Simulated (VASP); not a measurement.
# Ag (P-1) in VASP: electric field gradients with LDA

Aim: the electric field gradients of Ag with LDA.

All numbers are computed with VASP 6.6.1; they aren't measurements. Logs are shortened: lines on timing, memory, paths and dates and some standing lists are left out, and cuts for length are marked.

## 1. The cell of the first run

The typed cell holds 4 atoms: a = 2.887 Å, b = 2.849 Å, c = 10.002 Å, α = 89.36°, β = 88.27°, γ = 118.70°.

## 2. Electric field gradients, LDA (equal xy, yz and zx shear strains of +3 %)

The input, INCAR:

```
SYSTEM = Ag
PREC = Accurate
ENCUT = 520
EDIFF = 1E-8
ISMEAR = -1
SIGMA = 0.08
LREAL = .FALSE.
LASPH = .TRUE.
NELM = 60
ALGO = Normal
ISIF = 2
LWAVE = .FALSE.
LCHARG = .FALSE.
GGA = CA
LEFG = .TRUE.
NBANDS = 30
```

The input, KPOINTS:

```
Automatic mesh
0
G
  14 14 4
  0 0 0
```

The input, POSCAR:

```
Ag
1.0
    2.8861989086      0.0432929836      0.0432929836
   -1.4056066307      2.4778750835      0.0158463318
    0.1500000000      0.1500000000     10.0000000000
Ag
4
Direct
    0.3333333333      0.6666666667      0.2500000000
    0.6666666667      0.3333333333      0.7500000000
    0.0000000000      0.0000000000      0.0000000000
    0.0000000000      0.0000000000      0.5000000000
```

Potentials or basis: VASP PAW LDA potentials, release 64 (Ag).

Started as:

```bash
$ cat potpaw_LDA.64/Ag/POTCAR > POTCAR
$ mpirun -np 1 vasp_std > vasp.out
```

OUTCAR:

```text
SYSTEM = Ag
   PREC = Accurate
   ENCUT = 520
   EDIFF = 1E-8
   ISMEAR = -1
   LREAL = .FALSE.
   LASPH = .TRUE.
   NELM = 60
   ISIF = 2
   GGA = CA

 ion  position               nearest neighbor table
   1  0.333  0.667  0.250-   3 2.96   4 2.96   4 2.98   3 3.01   3 3.05   4 3.07
   2  0.667  0.333  0.750-   3 2.96   4 2.96   4 2.98   3 3.01   3 3.05   4 3.07
   3  0.000  0.000  0.000-   2 2.96   1 2.96   2 3.01   1 3.01   2 3.05   1 3.05
   4  0.000  0.000  0.500-   1 2.96   2 2.96   2 2.98   1 2.98   2 3.07   1 3.07

  LATTYP: Found a triclinic cell.
 ALAT       =     5.0001678088
 B/A-ratio  =     0.5697473580
 C/A-ratio  =     2.0003828130
 COS(alpha) =     0.0112057054
 COS(beta)  =     0.0302114049
 COS(gamma) =     0.8622746762

  Lattice vectors:

 A1 = (   0.0749856472,   4.9990431506,   0.0749856472)
 A2 = (  -1.4056066307,   2.4778750835,   0.0158463318)
 A3 = (   0.1500000000,   0.1500000000,  10.0000000000)

Analysis of symmetry for initial positions (statically):
=====================================================================
 Subroutine PRICEL returns:
 Original cell was already a primitive cell.

 Routine SETGRP: Setting up the symmetry group for a
 triclinic supercell.

 Subroutine GETGRP returns: Found  2 space group operations
 (whereof  2 operations were pure point group operations)
 out of a pool of  2 trial point group operations.

The static configuration has the point symmetry S_2 .

Analysis of symmetry for dynamics (positions and initial velocities):
=====================================================================
 Subroutine PRICEL returns:
 Original cell was already a primitive cell.

 Routine SETGRP: Setting up the symmetry group for a
 triclinic supercell.

 Subroutine GETGRP returns: Found  2 space group operations
 (whereof  2 operations were pure point group operations)
 out of a pool of  2 trial point group operations.

The dynamic configuration has the point symmetry S_2 .

 Subroutine INISYM returns: Found  2 space group operations
 (whereof  2 operations are pure point group operations),
 and found     1 'primitive' translations

[... 139 lines left out ...]
  ---------------------------------------------------
  ext. energy  EPLUGINS =         0.00000000
  ---------------------------------------------------
  free energy    TOTEN  =       -14.75794699 eV

  energy without entropy =      -14.73108422  energy(sigma->0) =      -14.74451561

 E-fermi :   7.3698     XC(G=0): -12.2561

 val. band max:        7.3666052561   @ k =   0.5000   0.2857   0.5000
 cond. band min:       7.3720585460   @ k =  -0.2857   0.1429   0.5000
 fundamental gap:      0.0054532899
 Fermi energy:         7.3697511966

 k-point     1 :       0.0000    0.0000    0.0000
  band No.  band energies     occupation
      1      -0.0405      2.00000
      2       1.1381      2.00000
      3       1.1413      2.00000
      4       1.2566      2.00000
      5       2.5432      2.00000
      6       2.6853      2.00000
[... 781 lines left out ...]
     29      20.6865      0.00000
     30      20.8717      0.00000

 [... further k-points ...]
[... 5 lines left out ...]
  --------------------------------------------------------------------------------------
  -------------------------------------------------------------------------------------
  Total       -4.3754217     -4.3534935     -6.0560350     -0.3141498     -0.1882975     -0.1915448
  in kB      -97.2383682    -96.7510408   -134.5879339     -6.9815927     -4.1846797     -4.2568476
  external PRESSURE =    -109.5257810 kB  Pullay stress =       0.0000000 kB

 VOLUME and BASIS-vectors are now :
 -----------------------------------------------------------------------------
  energy-cutoff  :      520.00
  volume of cell :       72.09
      direct lattice vectors                 reciprocal lattice vectors
     2.886198909  0.043292984  0.043292984     0.343672603  0.195004395 -0.008080155
    -1.405606631  2.477875083  0.015846332    -0.005915084  0.400254015 -0.005915084
     0.150000000  0.150000000 10.000000000    -0.001478488 -0.001478488  0.100044355

 POSITION                                       TOTAL-FORCE (eV/Angst)
 -----------------------------------------------------------------------------------
      0.06250      1.70385      2.52500         0.002631     -0.000437     -0.004246
      1.56810      0.96732      7.53414        -0.002631      0.000437      0.004246
      0.00000      0.00000      0.00000         0.000000      0.000000      0.000000
      0.07500      0.07500      5.00000        -0.000000     -0.000000      0.000000
 -----------------------------------------------------------------------------------
    total drift:                               -0.000000      0.000000     -0.000000

  FREE ENERGIE OF THE ION-ELECTRON SYSTEM (eV)
  ---------------------------------------------------
  free  energy   TOTEN  =       -14.7579469916 eV

  energy  without entropy=      -14.7310842240  energy(sigma->0) =      -14.74451561

 Electric field gradients (V/A^2)
---------------------------------------------------------------------
 ion       V_xx      V_yy      V_zz      V_xy      V_xz      V_yz
---------------------------------------------------------------------
   1      -6.074    -5.593    11.667     0.896     2.027     1.994
   2      -6.074    -5.593    11.667     0.896     2.027     1.994
   3      -6.218    -4.095    10.313     0.409     2.032     2.124
   4      -4.681    -6.000    10.681     2.160     2.146     1.987
---------------------------------------------------------------------

 Electric field gradients after diagonalization (V/A^2)
 (convention: |V_zz| > |V_xx| > |V_yy|)
----------------------------------------------------------------------
 ion       V_xx      V_yy      V_zz     asymmetry (V_yy - V_xx)/ V_zz
----------------------------------------------------------------------
   1      -6.772    -5.369    12.141       0.116
   2      -6.772    -5.369    12.141       0.116
   3      -6.474    -4.396    10.870       0.191
   4      -7.606    -3.670    11.276       0.349
----------------------------------------------------------------------

           NMR quadrupolar parameters

 Cq : quadrupolar parameter    Cq=e*Q*V_zz/h
 eta: asymmetry parameters     (V_yy - V_xx)/ V_zz
 Q  : nuclear electric quadrupole moment in mb (millibarn)
----------------------------------------------------------------------
 ion       Cq(MHz)       eta       Q (mb)
----------------------------------------------------------------------
   1       0.029       0.116       1.000
   2       0.029       0.116       1.000
   3       0.026       0.191       1.000
   4       0.027       0.349       1.000
----------------------------------------------------------------------
```

OSZICAR:

```text
N       E                     dE             d eps       ncg     rms          rms(c)
DAV:   1     0.292143036982E+03    0.29214E+03   -0.22526E+04 23808   0.144E+03
DAV:   2    -0.940281481107E+01   -0.30155E+03   -0.28553E+03 24498   0.331E+02
DAV:   3    -0.159029157996E+02   -0.65001E+01   -0.64607E+01 27452   0.553E+01
DAV:   4    -0.159333736647E+02   -0.30458E-01   -0.30452E-01 25506   0.367E+00
DAV:   5    -0.159336813159E+02   -0.30765E-03   -0.30765E-03 27444   0.400E-01    0.960E+00
DAV:   6    -0.148047730068E+02    0.11289E+01   -0.36633E+00 25056   0.155E+01    0.626E+00
DAV:   7    -0.147737810803E+02    0.30992E-01   -0.32515E-02 26700   0.117E+00    0.358E+00
DAV:   8    -0.147579233516E+02    0.15858E-01   -0.18490E-03 26058   0.364E-01    0.781E-02
DAV:   9    -0.147579401234E+02   -0.16772E-04   -0.76831E-05 27348   0.106E-01    0.199E-02
DAV:  10    -0.147579463687E+02   -0.62452E-05   -0.65565E-06 26268   0.227E-02    0.100E-02
DAV:  11    -0.147579469962E+02   -0.62757E-06   -0.19846E-06 26406   0.112E-02    0.126E-03
DAV:  12    -0.147579469916E+02    0.46666E-08   -0.32285E-08 23746   0.211E-03
   1 F= -.14757947E+02 E0= -.14744516E+02  d E =-.268628E-01
```

stdout:

```text
POSCAR found type information on POSCAR Ag
 POSCAR found :  1 types and       4 ions
 scaLAPACK will be used
 LDA part: xc-table for (Slater(with rela. corr.)+CA(PZ))
 , standard interpolation
 POSCAR, INCAR and KPOINTS ok, starting setup
 FFT: planning ... GRIDC
 FFT: planning ... GRID_SOFT
 FFT: planning ... GRID
 WAVECAR not read
 entering main loop
ion   1
     0.0000553     0.1526368     0.0277517     0.3370145     0.0271506     0.0187803
     0.0000762     0.1526368     0.0277517     0.3370145     0.0271506     0.0187803
     0.0001049     0.1526368     0.0277517     0.3370145     0.0271506     0.0187803
     0.0001445     0.1526368     0.0277517     0.3370145     0.0271506     0.0187803

     0.0000553    -0.8811999    -1.8545929    -9.4268025    -1.8853362     0.2165734
     0.0000762    -0.8809173    -1.8544179    -9.4256232    -1.8851593     0.2165846
     0.0001049    -0.8804627    -1.8541392    -9.4237364    -1.8848778     0.2166032
     0.0001445    -0.8797348    -1.8536976    -9.4207303    -1.8844316     0.2166338
[... 23 lines left out ...]
ion   4
     0.0000553     0.1946072     0.0270229     0.3263591     0.0703210     0.0615838
     0.0000762     0.1946072     0.0270229     0.3263591     0.0703210     0.0615838
     0.0001049     0.1946072     0.0270229     0.3263591     0.0703210     0.0615838
     0.0001445     0.1946072     0.0270229     0.3263591     0.0703210     0.0615838

     0.0000553    -2.0549421    -1.8482937    -8.6441899    -2.0044541    -0.6229714
     0.0000762    -2.0545023    -1.8481217    -8.6430770    -2.0042068    -0.6228271
     0.0001049    -2.0537951    -1.8478481    -8.6412956    -2.0038114    -0.6225939
     0.0001445    -2.0526626    -1.8474147    -8.6384564    -2.0031821    -0.6222190
```

Wall time 14 min (1 thread of Oxide Virtual Turin-like, shared host); peak memory 0.61 GiB.

What came out:

| Item | Value |
| --- | --- |
| Free energy | -14.7579 eV |
| Pressure | -11.0 GPa |
| Largest force | 0.005 eV/Å |
| Band gap on the k mesh | zero (bands 22 and 23 overlap by 6.12 eV) |
| Largest electric field gradient by atom | Ag +12.1, +10.9, +11.3 (each value once) V/Å² |

Forces in eV/Å, atoms in the order of the input:
```
Ag   0.003  0.000 -0.004
Ag  -0.003  0.000  0.004
Ag   0.000  0.000  0.000
Ag   0.000  0.000  0.000
```

Stress tensor (GPa, compression positive):
```
 -9.72  -0.70  -0.43
 -0.70  -9.68  -0.42
 -0.43  -0.42 -13.46
```

Electric field gradients, principal values (V/Å²):
| atom | least | middle | greatest (by size) |
| --- | --- | --- | --- |
| 1 Ag | -5.369 | -6.772 | 12.141 |
| 2 Ag | -5.369 | -6.772 | 12.141 |
| 3 Ag | -4.396 | -6.474 | 10.870 |
| 4 Ag | -3.670 | -7.606 | 11.276 |

Caveat: the cell differs from its parent crystal (equal xy, yz and zx shear strains of +3 %); the cell stands under tension; without QUAD_EFG the Cq values of the log hold for a quadrupole moment of 1 mb, not for the nuclei.
